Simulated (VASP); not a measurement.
Input of a VASP 6.6.1 run:

File INCAR:

```
SYSTEM = Al4Cu
  PREC = Accurate
  ENCUT = 600
  EDIFF = 1E-6
  ISMEAR = 0
  SIGMA = 0.1
  LREAL = .False.
  LASPH = .True.
  NELM = 80
  ALGO = Normal
  ISIF = 3
  LWAVE = .False.
  LCHARG = .False.
  GGA = PE
  IBRION = 2
  NSW = 100
  EDIFFG = -0.01
```

File KPOINTS:

```
regular mesh
0
Gamma
  10 10 10
  0 0 0
```

File POSCAR:

```
Al4Cu
1.0
   -2.8452542201      2.8452542201      2.8452542201
    2.8452542201     -2.8452542201      2.8452542201
    2.8452542201      2.8452542201     -2.8452542201
Al Cu
4 1
Direct
    0.5000000000      0.5000000000      0.5000000000
    0.5000000000      0.0000000000      0.0000000000
    0.0000000000      0.0000000000      0.5000000000
    0.0000000000      0.5000000000      0.0000000000
    0.0000000000      0.0000000000      0.0000000000
```

Potentials or basis: VASP PAW PBE potentials, release 64 (Al, Cu).

The run is started by

```bash
$ cat potpaw_PBE.64/Al/POTCAR potpaw_PBE.64/Cu/POTCAR > POTCAR
$ mpirun -np 1 vasp_std > vasp.out
```

(1) Estimate the relaxed cell.

(2) Estimate the relaxed volume.

Answers

(1) a = 4.923 Å, b = 4.923 Å, c = 4.923 Å, α = 109.47°, β = 109.47°, γ = 109.47°.

(2) 18.36 Å³/atom.

Caveat: the highest band is partly filled, so the run has too few bands.
